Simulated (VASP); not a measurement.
Set up this calculation in VASP 6.6.1, as the native input.

* Task: single point
* Functional: LDA
* Potentials or basis: VASP PAW LDA potentials, release 64 (Fe)
* Cutoff: 520 eV
* k mesh: 12 × 12 × 12
* Occupations: fermi-dirac, width 0.05 eV
* Spin: collinear spin, ferromagnetic start
* Starting moments: [2.3] μB
* Dipole correction: no
* Further INCAR settings: ALGO = Normal; EDIFF = 1e-07; NBANDS = 14

The structure of Fe lies in POSCAR:

```
Fe
1.0
   -1.4430000000      1.4430000000      1.4430000000
    1.4430000000     -1.4430000000      1.4430000000
    1.4430000000      1.4430000000     -1.4430000000
Fe
1
Direct
    0.0000000000      0.0000000000      0.0000000000
```

One way to write it, as run:

INCAR

```
SYSTEM = Fe
ALGO = Normal
EDIFF = 1E-7
ENCUT = 520
ISIF = 2
ISMEAR = -1
ISPIN = 2
LASPH = .True.
LCHARG = .True.
LELF = .True.
LMAXMIX = 4
LORBIT = 11
LREAL = .False.
LVHAR = .True.
LWAVE = .False.
MAGMOM = 2.3
NBANDS = 14
NELM = 150
PREC = Accurate
SIGMA = 0.05
```

KPOINTS

```
k-points
0
Gamma
  12 12 12
  0 0 0
```

Potentials or basis: VASP PAW LDA potentials, release 64 (Fe).

Run with:

```console
$ cat potpaw_LDA.64/Fe/POTCAR > POTCAR
$ mpirun -np 1 vasp_std > vasp.out
```

Results of the run:

```
Pressure                                              : -25.2 GPa
Net moment                                            : 2.26 μB per cell
Site moments                                          : Fe +2.24 μB
Valence electrons inside the program's atomic spheres : Fe 7.17
```

Wall time 20 s on 1 thread of AMD EPYC 7R13 Processor (Zen 3), on a shared host, peak memory 0.1 GiB.
